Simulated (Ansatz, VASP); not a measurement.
CdS in VASP and in Ansatz

File POSCAR:

```
CdS
1.0
    0.0373406315      2.9471633247      2.9471633247
    2.9471633247      0.0373406315      2.9471633247
    2.9471633247      2.9471633247      0.0373406315
Cd S
1 1
Direct
    0.0014428186      0.0014428186      0.0014428186
    0.2485571814      0.2485571814      0.2485571814
```

Contents of INCAR.step1:

```
SYSTEM = CdS
PREC     = Accurate       ! precision mode
ENCUT    = 520            ! plane-wave cutoff, eV
ISMEAR   = 0              ! smearing method
SIGMA    = 0.01           ! smearing width, eV
LREAL    = .FALSE.        ! projectors in reciprocal space
LASPH    = .TRUE.         ! aspherical terms in the spheres
NELM     = 60             ! most SCF steps
NBANDS   = 16             ! bands
GGA      = PE             ! functional
ALGO     = Normal         ! electronic algorithm
EDIFF    = 1E-4           ! SCF threshold, eV
LWAVE    = .TRUE.         ! write WAVECAR
LCHARG   = .FALSE.        ! write CHGCAR
```

INCAR.step2

```
SYSTEM = CdS
PREC     = Accurate       ! precision mode
ENCUT    = 520            ! plane-wave cutoff, eV
EDIFF    = 1E-6           ! SCF threshold, eV
ISMEAR   = 0              ! smearing method
SIGMA    = 0.01           ! smearing width, eV
LREAL    = .FALSE.        ! projectors in reciprocal space
LASPH    = .TRUE.         ! aspherical terms in the spheres
NELM     = 60             ! most SCF steps
ALGO     = Normal         ! electronic algorithm
ISIF     = 2              ! what is computed and relaxed
LWAVE    = .FALSE.        ! write WAVECAR
LCHARG   = .FALSE.        ! write CHGCAR
METAGGA  = R2SCAN         ! meta-GGA
LMIXTAU  = .TRUE.       
NBANDS   = 16             ! bands
ISTART   = 1
```

Contents of KPOINTS:

```
regular mesh
0
G
  8 8 8
  0 0 0
```

Input for Ansatz:

```yaml
crystal:
  lattice:
    - [0.0373406315, 2.9471633247, 2.9471633247]
    - [2.9471633247, 0.0373406315, 2.9471633247]
    - [2.9471633247, 2.9471633247, 0.0373406315]
  atoms:
    - { symbol: Cd, position: [0.0014428186, 0.0014428186, 0.0014428186] }
    - { symbol: S, position: [0.2485571814, 0.2485571814, 0.2485571814] }
kpoints:
  mp_grid: { grid: [8, 8, 8] }
  band_path:
    path:
      - [0.0, 0.0, 0.0]
      - [-0.5, -0.5, 0.0]
      - [-0.375, -0.375, 0.25]
      - [-0.375, 0.0, 0.375]
      - [0.0, 0.0, 0.5]
      - [-0.5, -0.25, 0.25]
    npoints: 1
hamiltonian:
  xc: r2scan
scf:
  occupations: { method: fixed }
  n_extra_bands: 4
output:
  forces: true
  stress: true
  eigenvalues: true
```

Change from the starting cell: epitaxial_111 strain -1.0%.

Alike in both runs: task single point; functional r2SCAN; k mesh 8 × 8 × 8; no spin polarisation.

|  | VASP | Ansatz |
| --- | --- | --- |
| version | VASP 6.6.1 | Ansatz 0.2.0 |
| potentials or method | VASP PAW PBE potentials, release 64 (Cd, S) | plane waves, PAW |
| plane-wave cutoff (eV) | 520 | 500 |
| occupations | gaussian, width 0.01 eV | fixed |
| valence electrons in the cell | 18 | 26 |

Ansatz gave:

| Quantity | Value |
| --- | --- |
| gap on the k mesh at the Fermi level (eV) | 1.54 |
| pressure (GPa) | 0.7 |
| traceless stress, the component that is largest in VASP (GPa) | -0.33 |

**Question.** Which values does VASP return?

**Answer.** gap on the k mesh at the Fermi level (eV): 1.53; pressure (GPa): 1.0; traceless stress, the component that is largest in VASP (GPa): -0.33.

VASP's potentials were made for PBE, not for r2SCAN. VASP's potentials hold 18 valence electrons a cell and Ansatz's 26, so a difference there can come from the potentials and not from the codes.
